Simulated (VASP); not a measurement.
Zn: single point with PBE

Zn:

```
Zn
1.0
     1.21741    2.72522    2.72522
     2.72522    1.21741    2.72522
     2.72522    2.72522    1.21741
Zn
1
Direct
  0.00000 0.00000 0.00000
```

| Item | Value |
| --- | --- |
| Program | VASP 6.6.1 |
| Task | single point |
| Functional | PBE |
| Potentials or basis | VASP PAW PBE potentials, release 64 (Zn) |
| Cutoff | 520 eV |
| k mesh | 22 × 22 × 22 |
| Occupations | gaussian, width 0.15 eV |
| Spin | no spin polarisation |
| Dipole correction | no |
| Further INCAR settings | ALGO = Fast; EDIFF = 1e-07; NBANDS = 12 |

The pressure is 73.3 GPa. The band gap on the k mesh is zero (bands 6 and 7 overlap by 8.49 eV).

Stress tensor (GPa, compression positive):
```
 73.25 -37.42 -37.42
-37.42  73.25 -37.42
-37.42 -37.42  73.25
```

Levels at points of the mesh, in eV from the Fermi level:
```csv
k point,band 3,band 4,band 5,band 6,band 7,band 8,band 9,band 10
"(0.00, 0.00, 0.00)",-8.94,-8.65,-7.35,-7.35,-0.43,4.93,29.28,30.83
"(0.50, 0.00, 0.00)",-7.74,-7.68,-6.67,-1.27,4.36,8.89,12.18,15.89
"(0.50, 0.50, 0.00)",-7.73,-7.64,-6.67,-1.03,5.03,7.14,10.00,19.87
"(0.50, 0.50, 0.50)",-8.94,-7.75,-7.35,-7.35,-4.37,13.52,16.90,29.15
```

Run time: 8.5 min on 1 thread of Intel(R) Xeon(R) Platinum 8259CL CPU @ 2.50GHz (Skylake/Cascade Lake), with other jobs on the host, peak memory 0.32 GiB.

Caveat: the cell stands under pressure.
